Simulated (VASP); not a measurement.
# Ti (I4/mmm) in VASP: further runs

The runs below take Ti through single point, with r2SCAN.

Program: VASP 6.6.1. These are calculated values, not measurements. Logs are shortened: lines on timing, memory, paths and dates and some standing lists are left out, and cuts for length are marked.

## Step 1: The cell of the first run

It takes space group I4/mmm (No. 139, tetragonal). The conventional cell has a = 2.906 Å, b = 2.906 Å, c = 4.182 Å, α = 90.00°, β = 90.00°, γ = 90.00°. Ti (site symmetry 4/mmm) has 12 Ti at 2.91 to 2.93 Å within 3.8 Å.

## Step 2: Single point, r2SCAN (strain +0.0175 x Voigt [0, 0, 1, 0, 0, 0])

Contents of POSCAR:

```
Ti
1.0
    0.0000000000      2.0551516146      2.0911167679
    2.0551516146      0.0000000000      2.0911167679
    2.0551516146      2.0551516146      0.0000000000
Ti
1
Direct
    0.0000000000      0.0000000000      0.0000000000
```

Contents of INCAR.step1:

```
SYSTEM = Ti
PREC = Accurate
ENCUT = 520
ISMEAR = 0
SIGMA = 0.15
LREAL = .FALSE.
LASPH = .TRUE.
NELM = 60
NBANDS = 12
GGA = PE
ALGO = Normal
EDIFF = 1E-4
LWAVE = .TRUE.
LCHARG = .FALSE.
```

Contents of INCAR.step2:

```
SYSTEM = Ti
PREC = Accurate
ENCUT = 520
EDIFF = 1E-6
ISMEAR = 0
SIGMA = 0.15
LREAL = .FALSE.
LASPH = .TRUE.
NELM = 60
ALGO = Normal
ISIF = 2
LWAVE = .FALSE.
LCHARG = .TRUE.
METAGGA = R2SCAN
LMIXTAU = .TRUE.
LELF = .TRUE.
LVHAR = .TRUE.
NBANDS = 12
ISTART = 1
```

Contents of KPOINTS:

```
regular mesh
0
G
  26 26 26
  0 0 0
```

Potentials or basis: VASP PAW PBE potentials, release 64 (Ti_sv).

Started as:

```bash
cat potpaw_PBE.64/Ti_sv/POTCAR > POTCAR
cp INCAR.step1 INCAR
mpirun -np 1 vasp_std > vasp.out
cp INCAR.step2 INCAR
mpirun -np 1 vasp_std > vasp.out
```

OUTCAR:

```text
SYSTEM = Ti
   PREC = Accurate
   ENCUT = 520
   EDIFF = 1E-6
   ISMEAR = 0
   LREAL = .FALSE.
   LASPH = .TRUE.
   NELM = 60
   ISIF = 2
   METAGGA = R2SCAN
   ISTART = 1

 ion  position               nearest neighbor table
   1  0.000  0.000  0.000-

  LATTYP: Found a body centered tetragonal cell.
 ALAT       =     2.9064232861
 C/A-ratio  =     1.4389622997

  Lattice vectors:

 A1 = (  -2.0551516146,   0.0000000000,   2.0911167679)
 A2 = (   2.0551516146,   0.0000000000,   2.0911167679)
 A3 = (   0.0000000000,   2.0551516146,  -2.0911167679)

Analysis of symmetry for initial positions (statically):
=====================================================================
 Subroutine PRICEL returns:
 Original cell was already a primitive cell.

 Routine SETGRP: Setting up the symmetry group for a
 body centered tetragonal supercell.

 Subroutine GETGRP returns: Found 16 space group operations
 (whereof 16 operations were pure point group operations)
 out of a pool of 16 trial point group operations.

The static configuration has the point symmetry D_4h.

Analysis of symmetry for dynamics (positions and initial velocities):
=====================================================================
 Subroutine PRICEL returns:
 Original cell was already a primitive cell.

 Routine SETGRP: Setting up the symmetry group for a
 body centered tetragonal supercell.

 Subroutine GETGRP returns: Found 16 space group operations
 (whereof 16 operations were pure point group operations)
 out of a pool of 16 trial point group operations.

The dynamic configuration has the point symmetry D_4h.

 Subroutine INISYM returns: Found 16 space group operations
 (whereof 16 operations are pure point group operations),
 and found     1 'primitive' translations

----------------------------------------------------------------------------------------

                                     Primitive cell

  volume of cell :      17.6643

  direct lattice vectors                    reciprocal lattice vectors
     0.000000000  2.055151615  2.091116768    -0.243291053  0.243291053  0.239106686
     2.055151615  0.000000000  2.091116768     0.243291053 -0.243291053  0.239106686
     2.055151615  2.055151615  0.000000000     0.243291053  0.243291053 -0.239106686

  length of vectors
     2.931964784  2.931964784  2.906423286     0.418990549  0.418990549  0.418990549

  position of ions in fractional coordinates (direct lattice)
     0.000000000  0.000000000  0.000000000

  ion indices of the primitive-cell ions
   primitive index   ion index
                 1           1

----------------------------------------------------------------------------------------

 KPOINTS: regular mesh

Automatic generation of k-mesh.
 Grid dimensions read from file:
 generate k-points for:   26   26   26

 Generating k-lattice:

  Cartesian coordinates                     Fractional coordinates (reciprocal lattice)
    -0.009357348  0.009357348  0.009196411     0.038461538  0.000000000  0.000000000
     0.009357348 -0.009357348  0.009196411     0.000000000  0.038461538  0.000000000
     0.009357348  0.009357348 -0.009196411     0.000000000  0.000000000  0.038461538

  Length of vectors
     0.016115021  0.016115021  0.016115021

  Shift w.r.t. Gamma in fractional coordinates (k-lattice)
     0.000000000  0.000000000  0.000000000

 Subroutine IBZKPT returns following result:
 ===========================================

 Found   1330 irreducible k-points:

 Following reciprocal coordinates:
            Coordinates               Weight
  0.000000  0.000000  0.000000      1.000000
  0.038462  0.000000  0.000000      8.000000
  0.076923  0.000000  0.000000      8.000000
  0.115385  0.000000  0.000000      8.000000
  0.153846  0.000000  0.000000      8.000000
  0.192308  0.000000  0.000000      8.000000
[... 16 lines left out ...]
  0.346154  0.038462  0.000000      8.000000
  0.384615  0.038462  0.000000      8.000000
 [... further k-points ...]
   k-points           NKPTS =   1330   k-points in BZ     NKDIM =   1330   number of bands    NBANDS=     12
   number of dos      NEDOS =    301   number of ions     NIONS =      1
   total plane-waves  NPLWV =  13824
   dimension x,y,z NGX =    24 NGY =   24 NGZ =   24
   dimension x,y,z NGXF=    48 NGYF=   48 NGZF=   48
   ions per type =               1
   NGX,Y,Z   is equivalent  to a cutoff of  13.61, 13.61, 13.73 a.u.
   NGXF,Y,Z  is equivalent  to a cutoff of  27.22, 27.22, 27.46 a.u.
 SYSTEM =  Ti
   PREC   = accura    normal or accurate (medium, high low for compatibility)
   ISTART =      1    job   : 0-new  1-cont  2-samecut
   ICHARG =      0    charge: 1-file 2-atom 10-const
   ISPIN  =      1    spin polarized calculation?
   LNONCOLLINEAR =      F non collinear calculations
   LSORBIT =      F    spin-orbit coupling
   LASPH  =      T    aspherical Exc in radial PAW
   ENCUT  =  520.0 eV  38.22 Ry    6.18 a.u.   5.45  5.45  5.40*2*pi/ulx,y,z
   NELM   =     60;   NELMIN=  2; NELMDL=  0     # of ELM steps
   EDIFF  = 0.1E-05   stopping-criterion for ELM
   LREAL  =      F    real-space projection
   EDIFFG = 0.1E-04   stopping-criterion for IOM
   NSW    =      0    number of steps for IOM
   IBRION =     -1    ionic relax: 0-MD 1-quasi-New 2-CG
   NFREE  =      0    steps in history (QN), initial steepest desc. (CG)
   ISIF   =      2    stress and relaxation
   ISYM   =      2    0-nonsym 1-usesym 2-fastsym
   POTIM  = 0.5000    time-step for ionic-motion
   TEBEG  =    0.0;   TEEND  =   0.0 temperature during run
   PSTRESS=    0.0 pullay stress
   NELECT =      12.0000    total number of electrons
   NUPDOWN=      -1.0000    fix difference up-down
   EMIN   =  10.00;   EMAX   =-10.00  energy-range for DOS
   EFERMI =   0.00;   METHOD = LEGACY
   ISMEAR =     0;   SIGMA  =   0.15  broadening in eV -4-tet -1-fermi 0-gaus
   EFERMI_NEDOS =   21; number of points for ismear=-14 and -15
   IALGO  =     38    algorithm
   IMIX   =      4    mixing-type and parameters
     AMIX     =   0.40;   BMIX     =  1.00
     AMIX_MAG =   1.60;   BMIX_MAG =  1.00
  volume/ion in A,a.u.               =      17.66       119.20
  Fermi-wavevector in a.u.,A,eV,Ry     =   1.439141  2.719581 28.179378  2.071126
  Thomas-Fermi vector in A             =   2.558029
   LORBIT       =      0    0 simple, 1 ext, 2 COOP (PROOUT), +10 PAW based schemes
   METAGGA = R2SCAN    functional components
   LHFCALC =     F    Hartree Fock is set to
   AEXX    =    0.0000 exact exchange contribution
   IVDW    =     0    specifies the selected vdW correction
   LEPSILON=     F    determine dielectric tensor
   LRPA    =     F    only Hartree local field effects (RPA)
 non-spin polarized calculation
 Gauss-broadening in eV      SIGMA  =   0.15
  energy-cutoff  :      520.00
  volume of cell :       17.66
 maximum number of plane-waves:       501
 NGX is ok and might be reduce to    24
   NGX = 11   NGY = 11   NGZ = 11

 number of electron      11.9999999 magnetization

 Free energy of the ion-electron system (eV)
  ---------------------------------------------------
  ext. energy  EPLUGINS =         0.00000000
  ---------------------------------------------------
  free energy    TOTEN  =       -12.88723634 eV

  energy without entropy =      -12.86932992  energy(sigma->0) =      -12.87828313

 E-fermi :   8.0488     XC(G=0): -12.3262

 val. band max:        8.0451055009   @ k =  -0.2308   0.0769   0.0000
 cond. band min:       8.0508758333   @ k =  -0.1923   0.0385   0.1154
 fundamental gap:      0.0057703324
 Fermi energy:         8.0487739947

 k-point     1 :       0.0000    0.0000    0.0000
  band No.  band energies     occupation
      1     -51.0300      2.00000
      2     -25.8523      2.00000
      3     -25.8512      2.00000
      4     -25.8512      2.00000
      5       1.6193      2.00000
      6       8.9501      0.00000
      7       9.0843      0.00000
      8       9.0843      0.00000
      9      10.7261      0.00000
     10      10.8805      0.00000
     11      23.7483      0.00000
     12      28.2596      0.00000

 k-point     2 :       0.0385    0.0000    0.0000
  band No.  band energies     occupation
      1     -51.0283      2.00000
      2     -25.8615      2.00000
      3     -25.8533      2.00000
      4     -25.8524      2.00000
      5       1.6684      2.00000
      6       8.9481      0.00000
      7       9.0718      0.00000
      8       9.1023      0.00000
      9      10.7148      0.00000
     10      10.8674      0.00000
     11      23.7880      0.00000
     12      27.9958      0.00000

 k-point     3 :       0.0769    0.0000    0.0000
  band No.  band energies     occupation
      1     -51.0233      2.00000
      2     -25.8907      2.00000
      3     -25.8572      2.00000
      4     -25.8557      2.00000
      5       1.8146      2.00000
      6       8.8945      0.00000
      7       9.0827      0.00000
      8       9.1535      0.00000
      9      10.6852      0.00000
     10      10.8317      0.00000
     11      23.8847      0.00000
     12      27.0563      0.00000
[... 286 lines left out ...]
 k-point    23 :       0.3462    0.0385    0.0000
  band No.  band energies     occupation
      1     -50.9397      2.00000
      2     -26.3477      2.00000
      3     -25.9208      2.00000
      4     -25.9164      2.00000
      5       4.5170      2.00000
      6       7.9636      1.57808
      7       9.0724      0.00000
      8       9.2964      0.00000
      9      11.1570      0.00000
     10      11.3608      0.00000
     11      19.0607      0.00000
     12      23.8592      0.00000

 k-point    24 :       0.3846    0.0385    0.0000
  band No.  band energies     occupation
      1     -50.9280      2.00000
      2     -26.4095      2.00000
      3     -25.9307      2.00000
      4     -25.9227      2.00000
      5       4.9018      2.00000
      6       8.0139      1.25763
      7       8.9928      0.00000
      8       9.2218      0.00000
      9      11.3990      0.00000
     10      11.5298      0.00000
     11      18.1237      0.00000
     12      23.5470      0.00000

 [... further k-points ...]

------------------------ aborting loop because EDIFF is reached ----------------------------------------

  FORCE on cell =-STRESS in cart. coord.  units (eV):
  Direction    XX          YY          ZZ          XY          YZ          ZX
  --------------------------------------------------------------------------------------
  -------------------------------------------------------------------------------------
  Total       -0.1411607     -0.1411607     -0.2070498      0.0000000      0.0000000     -0.0000000
  in kB      -12.8034903    -12.8034903    -18.7797308      0.0000000      0.0000000     -0.0000000
  external PRESSURE =     -14.7955705 kB  Pullay stress =       0.0000000 kB

 VOLUME and BASIS-vectors are now :
 -----------------------------------------------------------------------------
  energy-cutoff  :      520.00
  volume of cell :       17.66
      direct lattice vectors                 reciprocal lattice vectors
     0.000000000  2.055151615  2.091116768    -0.243291053  0.243291053  0.239106686
     2.055151615  0.000000000  2.091116768     0.243291053 -0.243291053  0.239106686
     2.055151615  2.055151615  0.000000000     0.243291053  0.243291053 -0.239106686

 POSITION                                       TOTAL-FORCE (eV/Angst)
 -----------------------------------------------------------------------------------
      0.00000      0.00000      0.00000         0.000000      0.000000      0.000000
 -----------------------------------------------------------------------------------
    total drift:                                0.000000     -0.000000     -0.000000

  FREE ENERGIE OF THE ION-ELECTRON SYSTEM (eV)
  ---------------------------------------------------
  free  energy   TOTEN  =       -12.8872363396 eV

  energy  without entropy=      -12.8693299187  energy(sigma->0) =      -12.87828313
```

Run time: 21 min. Hardware: 1 thread of Oxide Virtual Turin-like, shared host; peak memory 0.34 GiB.

Results:

```yaml
Free_energy: -12.8872 eV
Pressure: -1.5 GPa
Band_gap_on_the_k_mesh: zero (bands 6 and 7 overlap by 1.43 eV)
```

Caveat: the cell differs from its parent crystal (strain +0.0175 x Voigt [0, 0, 1, 0, 0, 0]); the PAW data sets were made with another functional, which shifts forces and pressure a little.

## Step 3: Single point, r2SCAN (strain +0.0200 x Voigt [0, 0, 1, 0, 0, 0])

Contents of POSCAR:

```
Ti
1.0
    0.0000000000      2.0551516146      2.0962546469
    2.0551516146      0.0000000000      2.0962546469
    2.0551516146      2.0551516146      0.0000000000
Ti
1
Direct
    0.0000000000      0.0000000000      0.0000000000
```

Contents of INCAR.step1:

```
SYSTEM = Ti
PREC = Accurate ; ENCUT = 520
ISMEAR = 0 ; SIGMA = 0.15
LREAL = .False. ; LASPH = .True.
NELM = 80 ; NBANDS = 12
GGA = PE ; ALGO = Normal
EDIFF = 1E-4 ; LWAVE = .True.
LCHARG = .False.
```

Contents of INCAR.step2:

```
SYSTEM = Ti
PREC = Accurate ; ENCUT = 520
EDIFF = 1E-6 ; ISMEAR = 0
SIGMA = 0.15 ; LREAL = .False.
LASPH = .True. ; NELM = 80
ALGO = Normal ; ISIF = 2
LWAVE = .False. ; LCHARG = .False.
METAGGA = R2SCAN ; LMIXTAU = .True.
NBANDS = 12 ; ISTART = 1
```

Contents of KPOINTS:

```
Automatic mesh
0
Gamma
  26 26 26
  0 0 0
```

Potentials or basis: VASP PAW PBE potentials, release 64 (Ti_sv).

Started as:

```bash
cat potpaw_PBE.64/Ti_sv/POTCAR > POTCAR
cp INCAR.step1 INCAR
mpirun -np 1 vasp_std > vasp.out
cp INCAR.step2 INCAR
mpirun -np 1 vasp_std > vasp.out
```

Wall time 20 min (1 thread of Oxide Virtual Turin-like, shared host); peak memory 0.35 GiB.

The run converged. Its results:

```yaml
Free_energy: -12.8867 eV
Pressure: -1.7 GPa
Band_gap_on_the_k_mesh: zero (bands 6 and 7 overlap by 1.43 eV)
```

Stress tensor (GPa, compression positive):
```
-1.51  0.00  0.00
 0.00 -1.51  0.00
 0.00  0.00 -2.20
```

Levels at points of the mesh, in eV from the Fermi level:
| k point | band 4 | band 5 | band 6 | band 7 | band 8 | band 9 |
| --- | --- | --- | --- | --- | --- | --- |
| (0.00, 0.00, 0.00) | -33.91 | -6.42 | 0.89 | 1.04 | 1.04 | 2.66 |
| (0.50, 0.00, 0.00) | -33.98 | -2.66 | 0.41 | 0.84 | 1.01 | 3.71 |
| (0.50, 0.50, 0.00) | -34.12 | -2.58 | -1.68 | 2.46 | 3.81 | 3.97 |
| (0.50, 0.00, 0.50) | -34.13 | -2.57 | -1.73 | 2.85 | 3.80 | 3.91 |

Caveat: the cell differs from its parent crystal (strain +0.0200 x Voigt [0, 0, 1, 0, 0, 0]); the PAW data sets were made with another functional, which shifts forces and pressure a little.
